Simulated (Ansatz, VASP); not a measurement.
Two plane-wave programs on Cd

```
Cd
1.0
     2.94421    0.00000    0.00000
    -1.47211    2.54976    0.00000
     0.00000    0.00000    5.61032
Cd
2
Direct
  0.33333 0.66667 0.25000
  0.66667 0.33333 0.75000
```

Alike in both runs: task relaxation of cell and atoms; functional PBEsol; k mesh 18 × 18 × 8; occupations fermi-dirac, width 0.15 eV; no spin polarisation.

|  | VASP | Ansatz |
| --- | --- | --- |
| version | VASP 6.6.1 | Ansatz 0.2.0 |
| potentials or method | VASP PAW PBE potentials, release 64 (Cd), cutoff 600 eV | scalar-relativistic, plane waves, PAW |
| valence electrons in the cell | 24 | 40 |

VASP gave:

* gap on the k mesh at the Fermi level, each at its own relaxed structure (eV): none
* relaxed volume (Å³/atom): 21.07
* relaxed cell length with the largest relative difference (Å): 2.971

Question: What did Ansatz give for the same quantities?

Answer: gap on the k mesh at the Fermi level, each at its own relaxed structure (eV): none; relaxed volume (Å³/atom): 20.99; relaxed cell length with the largest relative difference (Å): 2.964.

VASP's potentials were made for PBE, not for PBEsol. A gap of «none» marks a metal or a gap that the smearing closes. VASP's potentials hold 24 valence electrons a cell and Ansatz's 40, so a difference there can come from the potentials and not from the codes.
